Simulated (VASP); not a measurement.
Wanted: the native input for a VASP 6.6.1 run.

- Task: single point
- Functional: PBEsol
- Potentials or basis: VASP PAW PBE potentials, release 64 (Zn, S)
- Cutoff: 520 eV
- k mesh: 10 × 10 × 10
- Occupations: gaussian, width 0.05 eV
- Spin: no spin polarisation
- Dipole correction: no
- Further INCAR settings: ALGO = Normal; EDIFF = 1e-07; NBANDS = 16

The structure of ZnS lies in POSCAR:

```
ZnS
1.0
    0.0000000000      2.6782590749      2.6782590749
    2.6782590749      0.0000000000      2.6782590749
    2.6782590749      2.6782590749      0.0000000000
Zn S
1 1
Direct
    0.0000000000      0.0000000000      0.0000000000
    0.9116769288      0.6961076904      0.6961076904
```

This cell differs from its parent crystal: all S atoms moved -0.500 Å, as atom 2 towards its neighbour atom 1 (Zn) at 2.319 Å.

The input as run:

INCAR

```
PREC     = Accurate       # precision mode
ENCUT    = 520            # plane-wave cutoff, eV
EDIFF    = 1E-7           # SCF threshold, eV
ISMEAR   = 0              # smearing method
SIGMA    = 0.05           # smearing width, eV
LREAL    = F              # projectors in reciprocal space
LASPH    = T              # aspherical terms in the spheres
NELM     = 100            # most SCF steps
ALGO     = Normal         # electronic algorithm
ISIF     = 2              # what is computed and relaxed
LWAVE    = F              # write WAVECAR
LCHARG   = F              # write CHGCAR
GGA      = PS             # functional
NBANDS   = 16             # bands
```

KPOINTS

```
regular mesh
0
Gamma
  10 10 10
```

Potentials or basis: VASP PAW PBE potentials, release 64 (Zn, S).

Launch:

```sh
$ cat potpaw_PBE.64/Zn/POTCAR potpaw_PBE.64/S/POTCAR > POTCAR
$ mpirun -np 1 vasp_std > vasp.out
```

Results of the run:

- Pressure: 4.1 GPa
- Largest force: 0.808 eV/Å
- Band gap on the k mesh: 2.21 eV

Caveat: the cell differs from its parent crystal (all S atoms moved -0.500 Å, as atom 2 towards its neighbour atom 1 (Zn) at 2.319 Å); the cell stands under pressure; the PAW data sets were made with another functional, which shifts forces and pressure a little.

Wall time 100 s on 1 thread of Intel Xeon 8259CL, with other jobs on the host, peak memory 0.2 GiB.
